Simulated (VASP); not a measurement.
Here is a VASP 6.6.1 calculation.

File POSCAR:

```
SnSe2
1.0
    3.8201878615      0.0000000000      0.0000000000
   -1.9100939308      3.3083797353      0.0000000000
    0.0000000000      0.0000000000      6.2009147679
Sn Se
1 2
Direct
    0.0000000000      0.0000000000      0.0000000000
    0.3333333333      0.6666666667      0.2538243547
    0.6666666667      0.3333333333      0.7461756453
```

File INCAR.step1:

```
  ALGO = Normal
  EDIFF = 1E-4
  ENCUT = 520
  GGA = PE
  ISMEAR = 0
  LASPH = True
  LCHARG = False
  LREAL = False
  LWAVE = True
  NBANDS = 20
  NELM = 60
  PREC = Accurate
  SIGMA = 0.02
```

INCAR.step2

```
  ALGO = Normal
  EDIFF = 1E-6
  ENCUT = 520
  ISIF = 2
  ISMEAR = 0
  ISTART = 1
  LASPH = True
  LCHARG = False
  LMIXTAU = True
  LREAL = False
  LWAVE = False
  METAGGA = R2SCAN
  NBANDS = 20
  NELM = 60
  PREC = Accurate
  SIGMA = 0.02
```

Contents of KPOINTS:

```
k-points
0
Gamma
  9 9 4
```

Potentials or basis: VASP PAW PBE potentials, release 64 (Sn_d, Se).

Run with:

```bash
$ cat potpaw_PBE.64/Sn_d/POTCAR potpaw_PBE.64/Se/POTCAR > POTCAR
$ cp INCAR.step1 INCAR
$ mpirun -np 1 vasp_std > vasp.out
$ cp INCAR.step2 INCAR
$ mpirun -np 1 vasp_std > vasp.out
```

(1) Estimate the pressure.

(2) Estimate the band gap on the k mesh.

(3) What does it give for the largest force?

## Answers

(1) 1.3 GPa.

(2) 1.01 eV (least direct gap 1.49 eV).

(3) 0.012 eV/Å.

Caveat: the PAW data sets were made with another functional, which shifts forces and pressure a little; spin-orbit coupling is left out, which moves the levels of the heavy elements; an odd mesh through Γ misses points on the zone boundary, where band edges can lie.
